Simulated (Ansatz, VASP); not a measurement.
**Li2S: VASP beside Ansatz**

File INCAR:

```
ALGO = Normal ; EDIFF = 1E-6
ENCUT = 750 ; GGA = PE
GGA_COMPAT = F ; ISIF = 2
ISMEAR = 0 ; LASPH = T
LCHARG = F ; LREAL = F
LWAVE = F ; NBANDS = 13
NELM = 120 ; PREC = Accurate
SIGMA = 0.2
```

KPOINTS

```
k-points
0
Gamma
  6 6 6
```

File POSCAR:

```
Li2S
1.0
    0.0000000000      2.8452942165      2.8452942165
    2.8452942165      0.0000000000      2.8452942165
    2.8452942165      2.8452942165      0.0000000000
S Li
1 2
Direct
    0.0000000000      0.0000000000      0.0000000000
    0.2500000000      0.2500000000      0.2500000000
    0.7500000000      0.7500000000      0.7500000000
```

Input for Ansatz:

```yaml
crystal:
  lattice:
    - [0.0, 2.8452942165, 2.8452942165]
    - [2.8452942165, 0.0, 2.8452942165]
    - [2.8452942165, 2.8452942165, 0.0]
  atoms:
    - { symbol: S, position: [0.0, 0.0, 0.0] }
    - { symbol: Li, position: [0.25, 0.25, 0.25] }
    - { symbol: Li, position: [0.75, 0.75, 0.75] }
kpoints:
  mp_grid: { grid: [6, 6, 6] }
hamiltonian:
  xc: pbe
scf:
  occupations: { method: gaussian, width: 0.2 }
  n_extra_bands: 4
output:
  forces: true
  stress: true
  eigenvalues: true
```

Alike in both runs: task single point; functional PBE; k mesh 6 × 6 × 6; occupations gaussian, width 0.2 eV; no spin polarisation.

```csv
,VASP,Ansatz
version,VASP 6.6.1,Ansatz 0.2.0
potentials or method,"VASP PAW PBE potentials, release 64 (S, Li_sv)",plane waves
plane-wave cutoff (eV),750,420
valence electrons in the cell,12,12
```

Ansatz gave:

| Item | Value |
| --- | --- |
| gap on the k mesh at the Fermi level (eV) | 3.39 |
| pressure (GPa) | 0.3 |

Task: Estimate VASP's values.

Result: gap on the k mesh at the Fermi level (eV): 3.39; pressure (GPa): 0.2.
